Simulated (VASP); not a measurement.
# HfO2 in VASP: notebook, part 2 of 2

VASP 6.6.1.

### 3 Electric field gradients, PBE (zz strain of -1 %)

File INCAR:

```
SYSTEM = HfO2
ALGO = Normal
EDIFF = 1E-8
ENCUT = 520
GGA = PE
ISIF = 2
ISMEAR = -1
LASPH = .TRUE.
LCHARG = .FALSE.
LEFG = .TRUE.
LREAL = .FALSE.
LWAVE = .FALSE.
NBANDS = 18
NELM = 60
PREC = Accurate
SIGMA = 0.01
```

File KPOINTS:

```
k-points
0
G
  9 9 9
  0 0 0
```

File POSCAR:

```
HfO2
1.0
    0.0000000000      2.5575000000      2.5319250000
    2.5575000000      0.0000000000      2.5319250000
    2.5575000000      2.5575000000      0.0000000000
Hf O
1 2
Direct
    0.0000000000      0.0000000000      0.0000000000
    0.2500000000      0.2500000000      0.2500000000
    0.7500000000      0.7500000000      0.7500000000
```

Potentials or basis: VASP PAW PBE potentials, release 64 (Hf_pv, O).

Started as:

```bash
cat potpaw_PBE.64/Hf_pv/POTCAR potpaw_PBE.64/O/POTCAR > POTCAR
mpirun -np 1 vasp_std > vasp.out
```

OUTCAR:

```text
SYSTEM = HfO2
   EDIFF = 1E-8
   ENCUT = 520
   GGA = PE
   ISIF = 2
   ISMEAR = -1
   LASPH = .TRUE.
   LREAL = .FALSE.
   NELM = 60
   PREC = Accurate

 ion  position               nearest neighbor table
   1  0.000  0.000  0.000-   3 2.21   3 2.21   3 2.21   2 2.21   3 2.21   2 2.21   2 2.21   2 2.21

   2  0.250  0.250  0.250-   1 2.21   1 2.21   1 2.21   1 2.21
   3  0.750  0.750  0.750-   1 2.21   1 2.21   1 2.21   1 2.21

  LATTYP: Found a body centered tetragonal cell.
 ALAT       =     3.6168511858
 C/A-ratio  =     1.4000714267

  Lattice vectors:

 A1 = (   0.0000000000,  -2.5575000000,  -2.5319250000)
 A2 = (   0.0000000000,   2.5575000000,  -2.5319250000)
 A3 = (   2.5575000000,   0.0000000000,   2.5319250000)

Analysis of symmetry for initial positions (statically):
=====================================================================
 Subroutine PRICEL returns:
 Original cell was already a primitive cell.

 Routine SETGRP: Setting up the symmetry group for a
 body centered tetragonal supercell.

 Subroutine GETGRP returns: Found 16 space group operations
 (whereof 16 operations were pure point group operations)
 out of a pool of 16 trial point group operations.

The static configuration has the point symmetry D_4h.

Analysis of symmetry for dynamics (positions and initial velocities):
=====================================================================
 Subroutine PRICEL returns:
 Original cell was already a primitive cell.
[... 160 lines left out ...]
 cond. band min:       7.9282419427   @ k =   0.0000   0.0000   0.0000
 fundamental gap:      3.7682015466
 Fermi energy:         4.4195372465

 k-point     1 :       0.0000    0.0000    0.0000
  band No.  band energies     occupation
      1     -25.6300      2.00000
      2     -25.6219      2.00000
      3     -25.6219      2.00000
      4     -14.4907      2.00000
      5     -11.5383      2.00000
      6      -1.1096      2.00000
[... 481 lines left out ...]
      5     -12.4646      2.00000
      6      -2.0813      2.00000
[... 10 lines left out ...]
     17      16.0237      0.00000
     18      17.5082      0.00000

 [... further k-points ...]
[... 5 lines left out ...]
  --------------------------------------------------------------------------------------
  -------------------------------------------------------------------------------------
  Total       -1.0753280     -1.0753280     -0.1239756      0.0000000      0.0000000      0.0000000
  in kB      -52.0162978    -52.0162978     -5.9970082      0.0000000      0.0000000      0.0000000
  external PRESSURE =     -36.6765346 kB  Pullay stress =       0.0000000 kB

 VOLUME and BASIS-vectors are now :
 -----------------------------------------------------------------------------
  energy-cutoff  :      520.00
  volume of cell :       33.12
      direct lattice vectors                 reciprocal lattice vectors
     0.000000000  2.557500000  2.531925000    -0.195503421  0.195503421  0.197478203
     2.557500000  0.000000000  2.531925000     0.195503421 -0.195503421  0.197478203
     2.557500000  2.557500000  0.000000000     0.195503421  0.195503421 -0.197478203

 POSITION                                       TOTAL-FORCE (eV/Angst)
 -----------------------------------------------------------------------------------
      0.00000      0.00000      0.00000        -0.000000     -0.000000      0.000000
      1.27875      1.27875      1.26596         0.000000      0.000000      0.000000
      3.83625      3.83625      3.79789        -0.000000     -0.000000     -0.000000
 -----------------------------------------------------------------------------------
    total drift:                                0.000000      0.000000      0.000000

  FREE ENERGIE OF THE ION-ELECTRON SYSTEM (eV)
  ---------------------------------------------------
  free  energy   TOTEN  =       -30.2400294706 eV

  energy  without entropy=      -30.2400294706  energy(sigma->0) =      -30.24002947

 Electric field gradients (V/A^2)
---------------------------------------------------------------------
 ion       V_xx      V_yy      V_zz      V_xy      V_xz      V_yz
---------------------------------------------------------------------
   1      -4.787    -4.787     9.573     0.000     0.000     0.000
   2       1.789     1.789    -3.578    -0.001    -0.002    -0.002
   3       1.789     1.789    -3.578    -0.001    -0.002    -0.002
---------------------------------------------------------------------

 Electric field gradients after diagonalization (V/A^2)
 (convention: |V_zz| > |V_xx| > |V_yy|)
----------------------------------------------------------------------
 ion       V_xx      V_yy      V_zz     asymmetry (V_yy - V_xx)/ V_zz
----------------------------------------------------------------------
   1      -4.787    -4.787     9.573       0.000
   2       1.790     1.788    -3.578       0.001
   3       1.790     1.788    -3.578       0.001
----------------------------------------------------------------------

           NMR quadrupolar parameters

 Cq : quadrupolar parameter    Cq=e*Q*V_zz/h
 eta: asymmetry parameters     (V_yy - V_xx)/ V_zz
 Q  : nuclear electric quadrupole moment in mb (millibarn)
----------------------------------------------------------------------
 ion       Cq(MHz)       eta       Q (mb)
----------------------------------------------------------------------
   1       0.023       0.000       1.000
   2      -0.009       0.001       1.000
   3      -0.009       0.001       1.000
----------------------------------------------------------------------
```

OSZICAR:

```text
N       E                     dE             d eps       ncg     rms          rms(c)
DAV:   1     0.917539913821E+02    0.91754E+02   -0.12669E+04  2708   0.121E+03
DAV:   2    -0.320744394855E+02   -0.12383E+03   -0.12058E+03  3456   0.290E+02
DAV:   3    -0.360278096223E+02   -0.39534E+01   -0.39391E+01  3174   0.458E+01
DAV:   4    -0.360502192083E+02   -0.22410E-01   -0.22405E-01  3238   0.388E+00
DAV:   5    -0.360503759824E+02   -0.15677E-03   -0.15677E-03  3106   0.297E-01    0.462E+01
DAV:   6    -0.303819132651E+02    0.56685E+01   -0.20524E+01  2772   0.322E+01    0.405E+01
DAV:   7    -0.302805143433E+02    0.10140E+00   -0.67407E-01  3032   0.676E+00    0.287E+01
DAV:   8    -0.302645744285E+02    0.15940E-01   -0.32341E-01  2964   0.516E+00    0.996E+00
DAV:   9    -0.302396972746E+02    0.24877E-01   -0.72302E-02  2854   0.229E+00    0.269E+00
DAV:  10    -0.302399776146E+02   -0.28034E-03   -0.34018E-03  3032   0.444E-01    0.158E-01
DAV:  11    -0.302400142881E+02   -0.36674E-04   -0.18347E-04  3160   0.114E-01    0.219E-01
DAV:  12    -0.302400283334E+02   -0.14045E-04   -0.39424E-05  2974   0.419E-02    0.105E-02
DAV:  13    -0.302400292768E+02   -0.94342E-06   -0.14218E-06  3136   0.887E-03    0.235E-03
DAV:  14    -0.302400295114E+02   -0.23460E-06   -0.21004E-07  3010   0.303E-03    0.310E-03
DAV:  15    -0.302400294791E+02    0.32284E-07   -0.80281E-09  2776   0.582E-04    0.336E-04
DAV:  16    -0.302400294706E+02    0.85413E-08   -0.74782E-10  1766   0.211E-04
   1 F= -.30240029E+02 E0= -.30240029E+02  d E =-.158916E-13
```

Run time: 37 s. Hardware: 1 thread of Intel Xeon Platinum 8375C at 2.90GHz (Ice Lake), shared host; peak memory 0.18 GiB.

What came out:

* Free energy: -30.2400 eV
* Pressure: -3.7 GPa
* Band gap on the k mesh: 3.77 eV, indirect (least direct gap 3.90 eV)

Stress tensor (GPa, compression positive):
```
-5.20  0.00  0.00
 0.00 -5.20  0.00
 0.00  0.00 -0.60
```

Electric field gradients, principal values (V/Å²):
```tsv
atom	least	middle	greatest (by size)
1 Hf	-4.787	-4.787	9.573
2 O	1.788	1.790	-3.578
3 O	1.788	1.790	-3.578
```

Caveat: the cell differs from its parent crystal (zz strain of -1 %); without QUAD_EFG the Cq values of the log hold for a quadrupole moment of 1 mb, not for the nuclei; spin-orbit coupling is left out, which moves the levels of the heavy elements. A k mesh can miss the band edges.
